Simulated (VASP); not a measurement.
Here is a VASP 6.6.1 calculation.

Contents of POSCAR:

```
BrO2
1.0
    0.0000000000      2.6273121117      2.6273121117
    2.6273121117      0.0000000000      2.6273121117
    2.6273121117      2.6273121117      0.0000000000
Br O
1 2
Direct
    0.0000000000      0.0000000000      0.0000000000
    0.2500000000      0.2500000000      0.2500000000
    0.7500000000      0.7500000000      0.7500000000
```

File INCAR.step1:

```
ALGO     = Normal         # electronic algorithm
EDIFF    = 1E-4           # SCF threshold, eV
ENCUT    = 520            # plane-wave cutoff, eV
GGA      = PE             # functional
ISMEAR   = -1             # smearing method
LASPH    = T              # aspherical terms in the spheres
LCHARG   = F              # write CHGCAR
LREAL    = F              # projectors in reciprocal space
LWAVE    = T              # write WAVECAR
NBANDS   = 16             # bands
NELM     = 80             # most SCF steps
PREC     = Accurate       # precision mode
SIGMA    = 0.1            # smearing width, eV
```

Contents of INCAR.step2:

```
ALGO     = Normal         # electronic algorithm
EDIFF    = 1E-6           # SCF threshold, eV
ENCUT    = 520            # plane-wave cutoff, eV
ISIF     = 2              # what is computed and relaxed
ISMEAR   = -1             # smearing method
ISTART   = 1            
LASPH    = T              # aspherical terms in the spheres
LCHARG   = T              # write CHGCAR
LELF     = T              # ELF
LMIXTAU  = T            
LREAL    = F              # projectors in reciprocal space
LVHAR    = T            
LWAVE    = F              # write WAVECAR
METAGGA  = R2SCAN         # meta-GGA
NBANDS   = 16             # bands
NELM     = 80             # most SCF steps
PREC     = Accurate       # precision mode
SIGMA    = 0.1            # smearing width, eV
```

Contents of KPOINTS:

```
k-points
0
Gamma
  11 11 11
```

Potentials or basis: VASP PAW PBE potentials, release 64 (Br, O).

Launch:

```console
$ cat potpaw_PBE.64/Br/POTCAR potpaw_PBE.64/O/POTCAR > POTCAR
$ cp INCAR.step1 INCAR
$ mpirun -np 1 vasp_std > vasp.out
$ cp INCAR.step2 INCAR
$ mpirun -np 1 vasp_std > vasp.out
```

(1) Predict the pressure.

Answers

(1) -1.5 GPa.

Caveat: the PAW data sets were made with another functional, which shifts forces and pressure a little; an odd number of electrons without spin polarisation forces a metal; a magnetic or distorted state may lie lower.
